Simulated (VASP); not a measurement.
GaAs:

```
Ga As
1.0
     0.00000    2.74809    2.74809
     2.74809    0.00000    2.74809
     2.74809    2.74809    0.00000
Ga As
1 1
Cartesian
  0.0000 0.0000 0.0000
  1.3740 1.3740 1.3740
```

This cell differs from its parent crystal: strain -3.0%.

Base run:

* Program: VASP 6.6.1
* Functional: PBE
* Potentials or basis: VASP PAW PBE potentials, release 64 (Ga_d, As)
* Cutoff: 520 eV
* k mesh: 8 × 8 × 8
* Occupations: fermi-dirac, width 0.02 eV
* Spin: no spin polarisation

Its results: band gap on the k mesh 1.18 eV, direct; pressure 11.3 GPa.

The run is repeated on the same cell with these changes: k mesh from 8 × 8 × 8 to 4 × 4 × 4; occupations from fermi-dirac, width 0.02 eV to gaussian, width 0.01 eV. What comes out?

Band gap on the k mesh 1.17 eV, direct; pressure 11.7 GPa.

Caveats: some runs use coarse meshes.

A k mesh can miss the band edges.
